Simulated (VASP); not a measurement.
Runs of VASP 6.6.1 on Os. The structure is that of space group P6_3/mmc (No. 194), or close to it. The cells are those of the table. 

```csv
level,cell,k mesh,cutoff (eV),smearing,gap on the mesh (eV),pressure (GPa)
r2SCAN,"a = 2.734, b = 2.734, c = 4.320 Å, angles 90.0, 90.0, 120.0°, 2 atoms",6 × 6 × 4,520,fermi-dirac 0.05 eV,none,2.8
PBE,"a = 2.734, b = 2.734, c = 4.320 Å, angles 90.0, 90.0, 120.0°, 2 atoms",7 × 7 × 4,600,fermi-dirac 0.04 eV,none,(c)
PBE,"a = 2.734, b = 2.734, c = 4.320 Å, angles 90.0, 90.0, 120.0°, 2 atoms",13 × 13 × 7,600,methfessel-paxton 0.1 eV,none,8.7
revPBE+D3(BJ),"a = 2.678, b = 2.678, c = 4.232 Å, angles 90.0, 90.0, 120.0°, 2 atoms",11 × 11 × 6,520,fermi-dirac 0.05 eV,none,28.0
PBEsol+D3(BJ),"a = 2.734, b = 2.734, c = 4.320 Å, angles 90.0, 90.0, 120.0°, 2 atoms",11 × 11 × 6,520,fermi-dirac 0.05 eV,none,-10.0
RPBE,"a = 2.788, b = 2.788, c = 4.404 Å, angles 90.0, 90.0, 120.0°, 2 atoms",11 × 11 × 6,520,fermi-dirac 0.05 eV,none,-10.2
PBEsol,"a = 2.717, b = 2.717, c = 4.297 Å, angles 90.0, 90.0, 120.0°, 2 atoms",11 × 11 × 6,520,fermi-dirac 0.05 eV,none,(a)
BLYP,"a = 2.678, b = 2.678, c = 4.232 Å, angles 90.0, 90.0, 120.0°, 2 atoms",11 × 11 × 6,520,fermi-dirac 0.05 eV,none,(b)
```

Alike in all rows: task single point; potentials or basis VASP PAW PBE potentials, release 64 (Os); no spin polarisation.

Question: Estimate the missing entries.

Answer: (a) 5.7; (b) 64.5; (c) 9.6.

Caveats: some runs use coarse meshes; spin-orbit coupling is left out, which moves the levels of the heavy elements; the PAW data sets were made with another functional, which shifts forces and pressure a little (some runs); pairwise dispersion overbinds metals, which lowers pressure and volume (some runs); three body term missing (some runs).

A k mesh can miss the band edges, and the runs leave out spin-orbit coupling on Os.

A gap of «none» marks levels without a gap at the run's occupations.
